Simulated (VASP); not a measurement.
# Mg (P6_3/mmc) in VASP: notebook

Mg is run at these levels: LDA; tasks: single point, relaxation of volume and atoms at fixed shape.

Everything below comes from runs of VASP 6.6.1. Logs are shortened: lines on timing, memory, paths and dates and some standing lists are left out, and cuts for length are marked.

## Step 1: The cell of the first run

The structure is hexagonal, space group P6_3/mmc (No. 194). The conventional cell has a = 3.134 Å, b = 3.134 Å, c = 5.088 Å, α = 90.00°, β = 90.00°, γ = 120.00°. Within 4.1 Å of Mg (site symmetry -6m2) lie 12 Mg at 3.12 to 3.13 Å.

## Step 2: Single point, LDA

Contents of INCAR:

```
PREC     = Accurate       # precision mode
ENCUT    = 520            # plane-wave cutoff, eV
EDIFF    = 1E-6           # SCF threshold, eV
ISMEAR   = -1             # smearing method
SIGMA    = 0.05           # smearing width, eV
LREAL    = False          # projectors in reciprocal space
LASPH    = True           # aspherical terms in the spheres
NELM     = 100            # most SCF steps
ALGO     = Normal         # electronic algorithm
ISIF     = 2              # what is computed and relaxed
LWAVE    = False          # write WAVECAR
LCHARG   = True           # write CHGCAR
LELF     = True           # ELF
LVHAR    = True         
NBANDS   = 9              # bands
```

Contents of KPOINTS:

```
regular mesh
0
Gamma
  6 6 4
```

Contents of POSCAR:

```
Mg
1.0
    3.1339898433      0.0000000000      0.0000000000
   -1.5669949217      2.7141148195      0.0000000000
    0.0000000000      0.0000000000      5.0880339251
Mg
2
Direct
    0.3333333333      0.6666666667      0.2500000000
    0.6666666667      0.3333333333      0.7500000000
```

Potentials or basis: VASP PAW LDA potentials, release 64 (Mg).

On the command line:

```sh
$ cat potpaw_LDA.64/Mg/POTCAR > POTCAR
$ mpirun -np 1 vasp_std > vasp.out
```

OUTCAR:

```text
PREC = Accurate
   ENCUT = 520
   EDIFF = 1E-6
   ISMEAR = -1
   LREAL = False
   LASPH = True
   NELM = 100
   ISIF = 2

 ion  position               nearest neighbor table
   1  0.333  0.667  0.250-   2 3.12   2 3.12   2 3.12   2 3.12   2 3.12   2 3.12
   2  0.667  0.333  0.750-   1 3.12   1 3.12   1 3.12   1 3.12   1 3.12   1 3.12

  LATTYP: Found a hexagonal cell.
 ALAT       =     3.1339898433
 C/A-ratio  =     1.6235004513

  Lattice vectors:

 A1 = (   3.1339898433,   0.0000000000,   0.0000000000)
 A2 = (  -1.5669949217,   2.7141148195,   0.0000000000)
 A3 = (   0.0000000000,   0.0000000000,   5.0880339251)

Analysis of symmetry for initial positions (statically):
=====================================================================
 Subroutine PRICEL returns:
 Original cell was already a primitive cell.

 Routine SETGRP: Setting up the symmetry group for a
 hexagonal supercell.

 Subroutine GETGRP returns: Found 24 space group operations
 (whereof 12 operations were pure point group operations)
 out of a pool of 24 trial point group operations.

The static configuration has the point symmetry D_3d.
 The point group associated with its full space group is D_6h.

Analysis of symmetry for dynamics (positions and initial velocities):
=====================================================================
 Subroutine PRICEL returns:
 Original cell was already a primitive cell.

 Routine SETGRP: Setting up the symmetry group for a
 hexagonal supercell.

 Subroutine GETGRP returns: Found 24 space group operations
 (whereof 12 operations were pure point group operations)
 out of a pool of 24 trial point group operations.

The dynamic configuration has the point symmetry D_3d.
 The point group associated with its full space group is D_6h.

 Subroutine INISYM returns: Found 24 space group operations
 (whereof 12 operations are pure point group operations),
 and found     1 'primitive' translations

----------------------------------------------------------------------------------------

                                     Primitive cell

  volume of cell :      43.2789

  direct lattice vectors                    reciprocal lattice vectors
     3.133989843  0.000000000  0.000000000     0.319082081  0.184222125  0.000000000
    -1.566994922  2.714114820  0.000000000     0.000000000  0.368444250  0.000000000
     0.000000000  0.000000000  5.088033925     0.000000000  0.000000000  0.196539570

  length of vectors
     3.133989843  3.133989843  5.088033925     0.368444250  0.368444250  0.196539570

  position of ions in fractional coordinates (direct lattice)
     0.333333333  0.666666667  0.250000000
     0.666666667  0.333333333  0.750000000

  ion indices of the primitive-cell ions
   primitive index   ion index
                 1           1
                 2           2

----------------------------------------------------------------------------------------

 KPOINTS: regular mesh

Automatic generation of k-mesh.
 Grid dimensions read from file:
 generate k-points for:    6    6    4

 Generating k-lattice:

  Cartesian coordinates                     Fractional coordinates (reciprocal lattice)
     0.053180347  0.030703688  0.000000000     0.166666667  0.000000000  0.000000000
     0.000000000  0.061407375  0.000000000     0.000000000  0.166666667  0.000000000
     0.000000000  0.000000000  0.049134893     0.000000000  0.000000000  0.250000000

  Length of vectors
     0.061407375  0.061407375  0.049134893

  Shift w.r.t. Gamma in fractional coordinates (k-lattice)
     0.000000000  0.000000000  0.000000000

 Subroutine IBZKPT returns following result:
 ===========================================

 Found     21 irreducible k-points:

 Following reciprocal coordinates:
            Coordinates               Weight
  0.000000  0.000000  0.000000      1.000000
  0.166667 -0.000000  0.000000      6.000000
  0.333333 -0.000000  0.000000      6.000000
  0.500000  0.000000  0.000000      3.000000
  0.166667  0.166667  0.000000      6.000000
  0.333333  0.166667  0.000000     12.000000
[... 13 lines left out ...]
  0.333333  0.166667  0.500000     12.000000
  0.333333  0.333333  0.500000      2.000000
   k-points           NKPTS =     21   k-points in BZ     NKDIM =     21   number of bands    NBANDS=      9
   number of dos      NEDOS =    301   number of ions     NIONS =      2
   total plane-waves  NPLWV =  23040
   dimension x,y,z NGX =    24 NGY =   24 NGZ =   40
   dimension x,y,z NGXF=    48 NGYF=   48 NGZF=   80
   ions per type =               2
   NGX,Y,Z   is equivalent  to a cutoff of  12.73, 12.73, 13.07 a.u.
   NGXF,Y,Z  is equivalent  to a cutoff of  25.46, 25.46, 26.14 a.u.
 SYSTEM =  unknown system
   PREC   = accura    normal or accurate (medium, high low for compatibility)
   ISTART =      0    job   : 0-new  1-cont  2-samecut
   ICHARG =      2    charge: 1-file 2-atom 10-const
   ISPIN  =      1    spin polarized calculation?
   LNONCOLLINEAR =      F non collinear calculations
   LSORBIT =      F    spin-orbit coupling
   LASPH  =      T    aspherical Exc in radial PAW
   ENCUT  =  520.0 eV  38.22 Ry    6.18 a.u.   5.83  5.83  9.46*2*pi/ulx,y,z
   NELM   =    100;   NELMIN=  2; NELMDL= -5     # of ELM steps
   EDIFF  = 0.1E-05   stopping-criterion for ELM
   LREAL  =      F    real-space projection
   EDIFFG = 0.1E-04   stopping-criterion for IOM
   NSW    =      0    number of steps for IOM
   IBRION =     -1    ionic relax: 0-MD 1-quasi-New 2-CG
   NFREE  =      0    steps in history (QN), initial steepest desc. (CG)
   ISIF   =      2    stress and relaxation
   ISYM   =      2    0-nonsym 1-usesym 2-fastsym
   POTIM  = 0.5000    time-step for ionic-motion
   TEBEG  =    0.0;   TEEND  =   0.0 temperature during run
   PSTRESS=    0.0 pullay stress
   NELECT =       4.0000    total number of electrons
   NUPDOWN=      -1.0000    fix difference up-down
   EMIN   =  10.00;   EMAX   =-10.00  energy-range for DOS
   EFERMI =   0.00;   METHOD = LEGACY
   ISMEAR =    -1;   SIGMA  =   0.05  broadening in eV -4-tet -1-fermi 0-gaus
   EFERMI_NEDOS =   21; number of points for ismear=-14 and -15
   IALGO  =     38    algorithm
   IMIX   =      4    mixing-type and parameters
     AMIX     =   0.40;   BMIX     =  1.00
     AMIX_MAG =   1.60;   BMIX_MAG =  1.00
  volume/ion in A,a.u.               =      21.64       146.03
  Fermi-wavevector in a.u.,A,eV,Ry     =   0.740178  1.398734  7.454137  0.547864
  Thomas-Fermi vector in A             =   1.834518
   LORBIT       =      0    0 simple, 1 ext, 2 COOP (PROOUT), +10 PAW based schemes
   GGA     = CA    functional components
   LHFCALC =     F    Hartree Fock is set to
   AEXX    =    0.0000 exact exchange contribution
   IVDW    =     0    specifies the selected vdW correction
   LEPSILON=     F    determine dielectric tensor
   LRPA    =     F    only Hartree local field effects (RPA)
 non-spin polarized calculation
  energy-cutoff  :      520.00
  volume of cell :       43.28
 maximum number of plane-waves:      1182
 NGX is ok and might be reduce to    24
   NGX = 11   NGY = 11   NGZ = 19

 number of electron       4.0000000 magnetization

 Free energy of the ion-electron system (eV)
  ---------------------------------------------------
  ext. energy  EPLUGINS =         0.00000000
  ---------------------------------------------------
  free energy    TOTEN  =        -3.55841345 eV

  energy without entropy =       -3.54797082  energy(sigma->0) =       -3.55319213

 E-fermi :   2.6331     XC(G=0):  -8.8724

 val. band max:        2.5806794188   @ k =   0.1667   0.1667   0.0000
 cond. band min:       2.6458086028   @ k =   0.3333   0.1667   0.0000
 fundamental gap:      0.0651291840
 Fermi energy:         2.6331305670

 k-point     1 :       0.0000    0.0000    0.0000
  band No.  band energies     occupation
      1      -4.3942      2.00000
      2       1.0348      2.00000
      3       1.5097      2.00000
      4      14.0220      0.00000
      5      14.0220      0.00000
      6      14.1872      0.00000
      7      14.1872      0.00000
      8      14.9426      0.00000
      9      16.7115      0.00000

 k-point     2 :       0.1667   -0.0000    0.0000
  band No.  band energies     occupation
      1      -3.8275      2.00000
      2       1.5494      2.00000
      3       2.0548      1.99998
      4       9.1207      0.00000
      5      11.7670      0.00000
      6      12.3889      0.00000
      7      13.9714      0.00000
      8      14.9472      0.00000
      9      16.4276      0.00000

 k-point     3 :       0.3333   -0.0000    0.0000
  band No.  band energies     occupation
      1      -2.1489      2.00000
      2       3.0970      0.00019
      3       3.3803      0.00000
      4       4.7621      0.00000
      5       9.3444      0.00000
      6       9.5131      0.00000
      7      10.3674      0.00000
      8      12.2242      0.00000
      9      14.8408      0.00000

 k-point     4 :       0.5000    0.0000    0.0000
  band No.  band energies     occupation
      1       0.5615      2.00000
      2       0.5856      2.00000
      3       5.5244      0.00000
      4       5.8693      0.00000
      5       6.1855      0.00000
      6       6.6009      0.00000
      7       9.9027      0.00000
      8      11.3914      0.00000
      9      14.2994      0.00000

 k-point     5 :       0.1667    0.1667    0.0000
  band No.  band energies     occupation
      1      -2.7049      2.00000
      2       2.5807      1.48117
      3       3.0801      0.00026
      4       6.8547      0.00000
      5       7.3362      0.00000
      6      11.6123      0.00000
      7      12.3360      0.00000
      8      12.3658      0.00000
      9      13.2610      0.00000

 k-point     6 :       0.3333    0.1667    0.0000
  band No.  band energies     occupation
      1      -0.5026      2.00000
      2       2.6458      0.87389
      3       4.6458      0.00000
      4       5.0719      0.00000
      5       6.2969      0.00000
      6       7.7794      0.00000
      7       9.0466      0.00000
      8      10.9622      0.00000
      9      12.0615      0.00000
[... 133 lines left out ...]
 k-point    18 :       0.5000    0.0000    0.5000
  band No.  band energies     occupation
      1       1.6400      2.00000
      2       1.6400      2.00000
      3       2.3301      1.99535
      4       2.3301      1.99535
      5      11.0246      0.00000
      6      11.0246      0.00000
      7      11.0982      0.00000
      8      11.0982      0.00000
      9      12.7575      0.00000

 k-point    19 :       0.1667    0.1667    0.5000
  band No.  band energies     occupation
      1      -1.2877      2.00000
      2      -1.2877      2.00000
      3       7.8624      0.00000
      4       7.8624      0.00000
      5       8.3245      0.00000
      6       8.3245      0.00000
      7      10.3367      0.00000
      8      10.3367      0.00000
      9      17.3635      0.00000

 k-point    20 :       0.3333    0.1667    0.5000
  band No.  band energies     occupation
      1       0.8664      2.00000
      2       0.8664      2.00000
      3       4.1155      0.00000
      4       4.1155      0.00000
      5       7.3396      0.00000
      6       7.3396      0.00000
      7      11.9162      0.00000
      8      11.9162      0.00000
      9      14.7161      0.00000

 k-point    21 :       0.3333    0.3333    0.5000
  band No.  band energies     occupation
      1       2.9818      0.00187
      2       2.9818      0.00187
      3       3.4591      0.00000
      4       3.4591      0.00000
      5       4.4194      0.00000
      6       4.4194      0.00000
      7      14.0642      0.00000
      8      14.0647      0.00000
      9      14.2375      0.00000

------------------------ aborting loop because EDIFF is reached ----------------------------------------

  FORCE on cell =-STRESS in cart. coord.  units (eV):
  Direction    XX          YY          ZZ          XY          YZ          ZX
  --------------------------------------------------------------------------------------
  -------------------------------------------------------------------------------------
  Total       -0.1040250     -0.1040250     -0.0540632      0.0000000      0.0000000      0.0000000
  in kB       -3.8509898     -3.8509898     -2.0014132      0.0000000      0.0000000      0.0000000
  external PRESSURE =      -3.2344643 kB  Pullay stress =       0.0000000 kB

 VOLUME and BASIS-vectors are now :
 -----------------------------------------------------------------------------
  energy-cutoff  :      520.00
  volume of cell :       43.28
      direct lattice vectors                 reciprocal lattice vectors
     3.133989843  0.000000000  0.000000000     0.319082081  0.184222125  0.000000000
    -1.566994922  2.714114820  0.000000000     0.000000000  0.368444250  0.000000000
     0.000000000  0.000000000  5.088033925     0.000000000  0.000000000  0.196539570

 POSITION                                       TOTAL-FORCE (eV/Angst)
 -----------------------------------------------------------------------------------
     -0.00000      1.80941      1.27201         0.000000     -0.000000      0.000000
      1.56699      0.90470      3.81603        -0.000000      0.000000      0.000000
 -----------------------------------------------------------------------------------
    total drift:                                0.000000     -0.000000      0.000000

  FREE ENERGIE OF THE ION-ELECTRON SYSTEM (eV)
  ---------------------------------------------------
  free  energy   TOTEN  =        -3.5584134502 eV

  energy  without entropy=       -3.5479708176  energy(sigma->0) =       -3.55319213
```

Wall time 8.8 s (1 thread of Intel Xeon Platinum 8375C at 2.90GHz (Ice Lake), shared host); peak memory 0.14 GiB.

What came out:

- Free energy: -3.5584 eV
- Pressure: -0.3 GPa
- Band gap on the k mesh: zero (bands 2 and 3 overlap by 1.59 eV)

Stress tensor (GPa, compression positive):
```
-0.39  0.00  0.00
 0.00 -0.39  0.00
 0.00  0.00 -0.20
```

Levels at points of the mesh, in eV from the Fermi level:
```csv
k point,band 1,band 2,band 3,band 4,band 5,band 6
"(0.00, 0.00, 0.00)",-7.03,-1.60,-1.12,11.39,11.39,11.55
"(0.50, 0.00, 0.00)",-2.07,-2.05,2.89,3.24,3.55,3.97
"(0.00, 0.00, 0.50)",-5.58,-5.58,5.34,5.34,12.14,12.14
"(0.50, 0.00, 0.50)",-0.99,-0.99,-0.30,-0.30,8.39,8.39
```

Caveat: the k points lie up to 0.39 Å⁻¹ apart, too coarse for converged energies and pressures of a metal.

(Part 1 of 2 ends here.)
